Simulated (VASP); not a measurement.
# IrO2 (P4_2/mnm) in VASP: further runs

IrO2 is run at these levels: LDA; tasks: single point, relaxation of cell and atoms.

Program: VASP 6.6.1. These are calculated values, not measurements. Logs are shortened: lines on timing, memory, paths and dates and some standing lists are left out, and cuts for length are marked.

## Step 1: The cell of the first run

The structure is tetragonal, space group P4_2/mnm (No. 136). Conventional cell: a = 4.433 Å, b = 4.433 Å, c = 3.136 Å, α = 90.00°, β = 90.00°, γ = 90.00°. Ir (site symmetry mmm) has 6 O at 1.94 to 1.97 Å within 2.6 Å. Within 2.6 Å of O (site symmetry m2m) lie 3 Ir at 1.94 to 1.97 Å and 1 O at 2.40 Å.

## Step 2: Single point, LDA

Contents of INCAR:

```
SYSTEM = IrO2
PREC = Accurate
ENCUT = 600
EDIFF = 1E-6
ISMEAR = 0
SIGMA = 0.1
LREAL = .FALSE.
LASPH = .TRUE.
NELM = 120
ALGO = Normal
ISIF = 2
LWAVE = .FALSE.
LCHARG = .FALSE.
NBANDS = 30
GGA_COMPAT = .FALSE.
```

Contents of KPOINTS:

```
Automatic mesh
0
G
  8 8 12
  0 0 0
```

Contents of POSCAR:

```
IrO2
1.0
    4.4333877780      0.0000000000      0.0000000000
    0.0000000000      4.4333877780      0.0000000000
    0.0000000000      0.0000000000      3.1357120066
Ir O
2 4
Direct
    0.0000000000      0.0000000000      0.0000000000
    0.5000000000      0.5000000000      0.5000000000
    0.3090033299      0.3090033299      0.0000000000
    0.1909966701      0.8090033299      0.5000000000
    0.6909966701      0.6909966701      0.0000000000
    0.8090033299      0.1909966701      0.5000000000
```

Potentials or basis: VASP PAW LDA potentials, release 64 (Ir, O).

Started as:

```sh
$ cat potpaw_LDA.64/Ir/POTCAR potpaw_LDA.64/O/POTCAR > POTCAR
$ mpirun -np 1 vasp_std > vasp.out
```

OUTCAR:

```text
SYSTEM = IrO2
   PREC = Accurate
   ENCUT = 600
   EDIFF = 1E-6
   ISMEAR = 0
   LREAL = .FALSE.
   LASPH = .TRUE.
   NELM = 120
   ISIF = 2

 ion  position               nearest neighbor table
   1  0.000  0.000  0.000-   3 1.94   5 1.94   4 1.97   6 1.97   4 1.97   6 1.97
   2  0.500  0.500  0.500-   4 1.94   6 1.94   5 1.97   3 1.97   3 1.97   5 1.97
   3  0.309  0.309  0.000-   1 1.94   2 1.97   2 1.97
   4  0.191  0.809  0.500-   2 1.94   1 1.97   1 1.97
   5  0.691  0.691  0.000-   1 1.94   2 1.97   2 1.97
   6  0.809  0.191  0.500-   2 1.94   1 1.97   1 1.97

  LATTYP: Found a simple tetragonal cell.
 ALAT       =     4.4333877780
 C/A-ratio  =     0.7072947740

  Lattice vectors:

 A1 = (   4.4333877780,   0.0000000000,   0.0000000000)
 A2 = (   0.0000000000,   4.4333877780,   0.0000000000)
 A3 = (   0.0000000000,   0.0000000000,   3.1357120066)

Analysis of symmetry for initial positions (statically):
=====================================================================
 Subroutine PRICEL returns:
 Original cell was already a primitive cell.

 Routine SETGRP: Setting up the symmetry group for a
 simple tetragonal supercell.

 Subroutine GETGRP returns: Found 16 space group operations
 (whereof  8 operations were pure point group operations)
 out of a pool of 16 trial point group operations.

The static configuration has the point symmetry D_2h.
 The point group associated with its full space group is D_4h.

Analysis of symmetry for dynamics (positions and initial velocities):
=====================================================================
 Subroutine PRICEL returns:
 Original cell was already a primitive cell.

 Routine SETGRP: Setting up the symmetry group for a
 simple tetragonal supercell.

 Subroutine GETGRP returns: Found 16 space group operations
 (whereof  8 operations were pure point group operations)
 out of a pool of 16 trial point group operations.

The dynamic configuration has the point symmetry D_2h.
 The point group associated with its full space group is D_4h.

 Subroutine INISYM returns: Found 16 space group operations
 (whereof  8 operations are pure point group operations),
 and found     1 'primitive' translations

----------------------------------------------------------------------------------------

                                     Primitive cell

  volume of cell :      61.6322

  direct lattice vectors                    reciprocal lattice vectors
     4.433387778  0.000000000  0.000000000     0.225561140  0.000000000  0.000000000
     0.000000000  4.433387778  0.000000000     0.000000000  0.225561140  0.000000000
     0.000000000  0.000000000  3.135712007     0.000000000  0.000000000  0.318906838

  length of vectors
     4.433387778  4.433387778  3.135712007     0.225561140  0.225561140  0.318906838

  position of ions in fractional coordinates (direct lattice)
     0.000000000  0.000000000  0.000000000
     0.500000000  0.500000000  0.500000000
     0.309003330  0.309003330  0.000000000
     0.190996670  0.809003330  0.500000000
     0.690996670  0.690996670  0.000000000
     0.809003330  0.190996670  0.500000000

  ion indices of the primitive-cell ions
   primitive index   ion index
                 1           1
                 2           2
                 3           3
                 4           4
                 5           5
                 6           6

----------------------------------------------------------------------------------------

 KPOINTS: Automatic mesh

Automatic generation of k-mesh.
 Grid dimensions read from file:
 generate k-points for:    8    8   12

 Generating k-lattice:

  Cartesian coordinates                     Fractional coordinates (reciprocal lattice)
     0.028195142  0.000000000  0.000000000     0.125000000  0.000000000  0.000000000
     0.000000000  0.028195142  0.000000000     0.000000000  0.125000000  0.000000000
     0.000000000  0.000000000  0.026575570     0.000000000  0.000000000  0.083333333

  Length of vectors
     0.028195142  0.028195142  0.026575570

  Shift w.r.t. Gamma in fractional coordinates (k-lattice)
     0.000000000  0.000000000  0.000000000

 Subroutine IBZKPT returns following result:
 ===========================================

 Found    105 irreducible k-points:

 Following reciprocal coordinates:
            Coordinates               Weight
  0.000000  0.000000  0.000000      1.000000
  0.125000  0.000000  0.000000      4.000000
  0.250000  0.000000  0.000000      4.000000
  0.375000  0.000000  0.000000      4.000000
  0.500000  0.000000  0.000000      2.000000
  0.125000  0.125000  0.000000      4.000000
[... 16 lines left out ...]
  0.375000  0.125000  0.083333     16.000000
  0.500000  0.125000  0.083333      8.000000
 [... further k-points ...]
   k-points           NKPTS =    105   k-points in BZ     NKDIM =    105   number of bands    NBANDS=     30
   number of dos      NEDOS =    301   number of ions     NIONS =      6
   total plane-waves  NPLWV =  36288
   dimension x,y,z NGX =    36 NGY =   36 NGZ =   28
   dimension x,y,z NGXF=    72 NGYF=   72 NGZF=   56
   ions per type =               2   4
   NGX,Y,Z   is equivalent  to a cutoff of  13.50, 13.50, 14.84 a.u.
   NGXF,Y,Z  is equivalent  to a cutoff of  27.00, 27.00, 29.69 a.u.
 SYSTEM =  IrO2
   PREC   = accura    normal or accurate (medium, high low for compatibility)
   ISTART =      0    job   : 0-new  1-cont  2-samecut
   ICHARG =      2    charge: 1-file 2-atom 10-const
   ISPIN  =      1    spin polarized calculation?
   LNONCOLLINEAR =      F non collinear calculations
   LSORBIT =      F    spin-orbit coupling
   LASPH  =      T    aspherical Exc in radial PAW
   ENCUT  =  600.0 eV  44.10 Ry    6.64 a.u.   8.85  8.85  6.26*2*pi/ulx,y,z
   NELM   =    120;   NELMIN=  2; NELMDL= -5     # of ELM steps
   EDIFF  = 0.1E-05   stopping-criterion for ELM
   LREAL  =      F    real-space projection
   EDIFFG = 0.1E-04   stopping-criterion for IOM
   NSW    =      0    number of steps for IOM
   IBRION =     -1    ionic relax: 0-MD 1-quasi-New 2-CG
   NFREE  =      0    steps in history (QN), initial steepest desc. (CG)
   ISIF   =      2    stress and relaxation
   ISYM   =      2    0-nonsym 1-usesym 2-fastsym
   POTIM  = 0.5000    time-step for ionic-motion
   TEBEG  =    0.0;   TEEND  =   0.0 temperature during run
   PSTRESS=    0.0 pullay stress
   NELECT =      42.0000    total number of electrons
   NUPDOWN=      -1.0000    fix difference up-down
   EMIN   =  10.00;   EMAX   =-10.00  energy-range for DOS
   EFERMI =   0.00;   METHOD = LEGACY
   ISMEAR =     0;   SIGMA  =   0.10  broadening in eV -4-tet -1-fermi 0-gaus
   EFERMI_NEDOS =   21; number of points for ismear=-14 and -15
   IALGO  =     38    algorithm
   IMIX   =      4    mixing-type and parameters
     AMIX     =   0.40;   BMIX     =  1.00
     AMIX_MAG =   1.60;   BMIX_MAG =  1.00
  volume/ion in A,a.u.               =      10.27        69.32
  Fermi-wavevector in a.u.,A,eV,Ry     =   1.440640  2.722414 28.238115  2.075443
  Thomas-Fermi vector in A             =   2.559361
   LORBIT       =      0    0 simple, 1 ext, 2 COOP (PROOUT), +10 PAW based schemes
   GGA     = CA    functional components
   LHFCALC =     F    Hartree Fock is set to
   AEXX    =    0.0000 exact exchange contribution
   IVDW    =     0    specifies the selected vdW correction
   LEPSILON=     F    determine dielectric tensor
   LRPA    =     F    only Hartree local field effects (RPA)
 non-spin polarized calculation
 Gauss-broadening in eV      SIGMA  =   0.10
  energy-cutoff  :      600.00
  volume of cell :       61.63
 maximum number of plane-waves:      2086
 NGX is ok and might be reduce to    36
   NGX = 17   NGY = 17   NGZ = 13

 number of electron      41.9999993 magnetization

 Free energy of the ion-electron system (eV)
  ---------------------------------------------------
  ext. energy  EPLUGINS =         0.00000000
  ---------------------------------------------------
  free energy    TOTEN  =       -48.82013869 eV

  energy without entropy =      -48.80854718  energy(sigma->0) =      -48.81434293

 E-fermi :   6.5729     XC(G=0): -12.7053

 val. band max:        6.5634608116   @ k =   0.3750   0.3750   0.1667
 cond. band min:       6.5898017851   @ k =   0.2500   0.0000   0.3333
 fundamental gap:      0.0263409735
 Fermi energy:         6.5729448180

 k-point     1 :       0.0000    0.0000    0.0000
  band No.  band energies     occupation
      1     -14.8519      2.00000
      2     -13.5384      2.00000
      3     -12.2645      2.00000
      4     -12.2645      2.00000
      5      -3.7787      2.00000
      6      -3.5839      2.00000
[... 22 lines left out ...]
     29      14.8875      0.00000
     30      18.7262      0.00000

 k-point     2 :       0.1250    0.0000    0.0000
  band No.  band energies     occupation
      1     -14.7843      2.00000
      2     -13.5276      2.00000
      3     -12.3628      2.00000
      4     -12.3110      2.00000
      5      -3.6049      2.00000
      6      -3.4510      2.00000
[... 22 lines left out ...]
     29      14.9608      0.00000
     30      18.5792      0.00000

 k-point     3 :       0.2500    0.0000    0.0000
  band No.  band energies     occupation
      1     -14.5886      2.00000
      2     -13.5232      2.00000
      3     -12.5931      2.00000
      4     -12.4353      2.00000
      5      -3.1431      2.00000
      6      -3.0811      2.00000
[... 22 lines left out ...]
     29      15.2285      0.00000
     30      18.1234      0.00000

 k-point     4 :       0.3750    0.0000    0.0000
  band No.  band energies     occupation
      1     -14.2881      2.00000
      2     -13.6353      2.00000
      3     -12.7665      2.00000
      4     -12.5975      2.00000
      5      -2.5793      2.00000
      6      -2.5699      2.00000
[... 616 lines left out ...]
     29      15.5206      0.00000
     30      18.0109      0.00000

 k-point    23 :       0.3750    0.1250    0.0833
  band No.  band energies     occupation
      1     -14.2142      2.00000
      2     -13.6160      2.00000
      3     -12.8159      2.00000
      4     -12.5674      2.00000
      5      -3.0445      2.00000
      6      -2.1448      2.00000
[... 22 lines left out ...]
     29      15.9784      0.00000
     30      17.4034      0.00000

 k-point    24 :       0.5000    0.1250    0.0833
  band No.  band energies     occupation
      1     -13.8996      2.00000
      2     -13.8996      2.00000
      3     -12.7285      2.00000
      4     -12.7285      2.00000
      5      -2.5079      2.00000
      6      -2.5079      2.00000
[... 22 lines left out ...]
     29      16.6659      0.00000
     30      16.6659      0.00000

 [... further k-points ...]

------------------------ aborting loop because EDIFF is reached ----------------------------------------

  FORCE on cell =-STRESS in cart. coord.  units (eV):
  Direction    XX          YY          ZZ          XY          YZ          ZX
  --------------------------------------------------------------------------------------
  -------------------------------------------------------------------------------------
  Total        1.3074464      1.3074464      1.8289779     -0.0000000      0.0000000      0.0000000
  in kB       33.9880976     33.9880976     47.5457198     -0.0000000      0.0000000      0.0000000
  external PRESSURE =      38.5073050 kB  Pullay stress =       0.0000000 kB

 VOLUME and BASIS-vectors are now :
 -----------------------------------------------------------------------------
  energy-cutoff  :      600.00
  volume of cell :       61.63
      direct lattice vectors                 reciprocal lattice vectors
     4.433387778  0.000000000  0.000000000     0.225561140  0.000000000  0.000000000
     0.000000000  4.433387778  0.000000000     0.000000000  0.225561140  0.000000000
     0.000000000  0.000000000  3.135712007     0.000000000  0.000000000  0.318906838

 POSITION                                       TOTAL-FORCE (eV/Angst)
 -----------------------------------------------------------------------------------
      0.00000      0.00000      0.00000         0.000000     -0.000000      0.000000
      2.21669      2.21669      1.56786         0.000000     -0.000000      0.000000
      1.36993      1.36993      0.00000        -0.010216     -0.010216     -0.000000
      0.84676      3.58663      1.56786         0.010216     -0.010216     -0.000000
      3.06346      3.06346      0.00000         0.010216      0.010216      0.000000
      3.58663      0.84676      1.56786        -0.010216      0.010216      0.000000
 -----------------------------------------------------------------------------------
    total drift:                                0.000000     -0.000000     -0.000000

  FREE ENERGIE OF THE ION-ELECTRON SYSTEM (eV)
  ---------------------------------------------------
  free  energy   TOTEN  =       -48.8201386858 eV

  energy  without entropy=      -48.8085471792  energy(sigma->0) =      -48.81434293
```

Run time: 4.8 min. Hardware: 1 thread of Oxide Virtual Turin-like, shared host; peak memory 0.26 GiB.

What came out:

- Free energy: -48.8201 eV
- Pressure: 3.9 GPa
- Largest force: 0.014 eV/Å
- Band gap on the k mesh: zero (bands 21 and 22 overlap by 1.46 eV)

Forces in eV/Å, atoms in the order of the input:
```
Ir   0.000  0.000  0.000
Ir   0.000  0.000  0.000
O   -0.010 -0.010  0.000
O    0.010 -0.010  0.000
O    0.010  0.010  0.000
O   -0.010  0.010  0.000
```

Stress tensor (GPa, compression positive):
```
3.40 0.00 0.00
0.00 3.40 0.00
0.00 0.00 4.75
```

Caveat: the cell stands under pressure; spin-orbit coupling is left out, which moves the levels of the heavy elements.

## Step 3: Relaxation of cell and atoms, LDA

This run uses another cell than the first one, of 10.87 Å³/atom.

Contents of INCAR:

```
SYSTEM = IrO2
ALGO = Normal
EDIFF = 1E-7
EDIFFG = -0.005
ENCUT = 600
GGA_COMPAT = .False.
IBRION = 2
ISIF = 3
ISMEAR = 0
LASPH = .True.
LCHARG = .False.
LREAL = .False.
LWAVE = .False.
NELM = 120
NELMIN = 4
NSW = 70
PREC = Accurate
SIGMA = 0.1
```

Contents of KPOINTS:

```
k-points
0
Gamma
  8 8 12
  0 0 0
```

Contents of POSCAR:

```
IrO2
1.0
    4.5288198243      0.0000000000      0.0000000000
    0.0000000000      4.5288198243      0.0000000000
    0.0000000000      0.0000000000      3.1798360805
Ir O
2 4
Direct
    0.0000000000      0.0000000000      0.0000000000
    0.5000000000      0.5000000000      0.5000000000
    0.3084157491      0.3084157491      0.0000000000
    0.1915842509      0.8084157491      0.5000000000
    0.6915842509      0.6915842509      0.0000000000
    0.8084157491      0.1915842509      0.5000000000
```

Potentials or basis: VASP PAW LDA potentials, release 64 (Ir, O).

Started as:

```sh
$ cat potpaw_LDA.64/Ir/POTCAR potpaw_LDA.64/O/POTCAR > POTCAR
$ mpirun -np 1 vasp_std > vasp.out
```

Run time: 24 min. Hardware: 1 thread of Oxide Virtual Turin-like, shared host; peak memory 0.27 GiB.

Results (log left out):

```yaml
Free_energy: -48.8388 eV
Relaxed_volume: 10.39 Å³/atom
Relaxed_cell: a = 4.449 Å, b = 4.449 Å, c = 3.148 Å, α = 90.00°, β = 90.00°, γ = 90.00°
Space_group_after_relaxing_to_0.1_Å: P4_2/mnm (No. 136)
Energy_gained_by_relaxing: 20.2 meV/atom
Ionic_steps: 12
Pressure_after_relaxing: 0.0 GPa
Largest_force_after_relaxing: 0.005 eV/Å
Band_gap_on_the_k_mesh: zero (bands 21 and 22 overlap by 1.43 eV)
```

Forces on the atoms (eV/Å):
```
Ir   0.000  0.000  0.000
Ir   0.000  0.000  0.000
O    0.003  0.003  0.000
O   -0.003  0.003  0.000
O   -0.003 -0.003  0.000
O    0.003 -0.003  0.000
```

Step by step:
```
step  energy change (eV)  largest force (eV/Å)  pressure (GPa)  volume (Å³)
   1              0.0000                0.0824          -13.00        65.22
   2              0.4333                0.5330           35.78        57.24
   3             -0.1166                0.0635           -0.59        62.56
   4             -0.1167                0.0681           -0.20        62.49
   5             -0.1167                0.0716            0.08        62.43
   6             -0.1186                0.2130            0.44        62.21
   7             -0.1202                0.0976            0.28        62.30
   8             -0.1212                0.0262           -0.40        62.41
   9             -0.1212                0.0240           -0.43        62.41
  10             -0.1211                0.0419            0.42        62.24
  11             -0.1213                0.0065           -0.03        62.33
  12             -0.1213                0.0047            0.03        62.32
```

Final structure:
```yaml
crystal:
  lattice:
    - [4.44914, 0.00000, 0.00000]
    - [0.00000, 4.44914, 0.00000]
    - [0.00000, 0.00000, 3.14809]
  atoms:
    - { symbol: Ir, position: [0.00000, 0.00000, 0.00000] }
    - { symbol: Ir, position: [0.50000, 0.50000, 0.50000] }
    - { symbol: O, position: [0.30903, 0.30903, 0.00000] }
    - { symbol: O, position: [0.19097, 0.80903, 0.50000] }
    - { symbol: O, position: [0.69097, 0.69097, 0.00000] }
    - { symbol: O, position: [0.80903, 0.19097, 0.50000] }
```

Levels at points of the mesh, in eV from the Fermi level:
| k point | band 19 | band 20 | band 21 | band 22 | band 23 | band 24 |
| --- | --- | --- | --- | --- | --- | --- |
| (0.00, 0.00, 0.00) | -2.46 | -2.40 | -2.26 | 0.84 | 1.31 | 4.25 |
| (0.50, 0.00, 0.00) | -1.36 | -1.36 | -0.32 | -0.32 | 3.61 | 3.61 |
| (0.50, 0.50, 0.00) | -2.52 | -2.52 | 0.21 | 0.21 | 2.66 | 2.66 |
| (0.00, 0.00, 0.50) | -0.70 | -0.70 | 0.29 | 0.29 | 2.29 | 2.29 |
| (0.50, 0.00, 0.50) | -1.87 | -1.87 | 0.57 | 0.57 | 1.19 | 1.19 |
| (0.50, 0.50, 0.50) | -1.29 | -1.29 | -0.52 | -0.52 | 2.24 | 2.24 |

Caveat: spin-orbit coupling is left out, which moves the levels of the heavy elements. Zero-point motion and thermal expansion aren't in these numbers.

The gap in the log of VASP goes by the Fermi energy; the results here count the filled bands.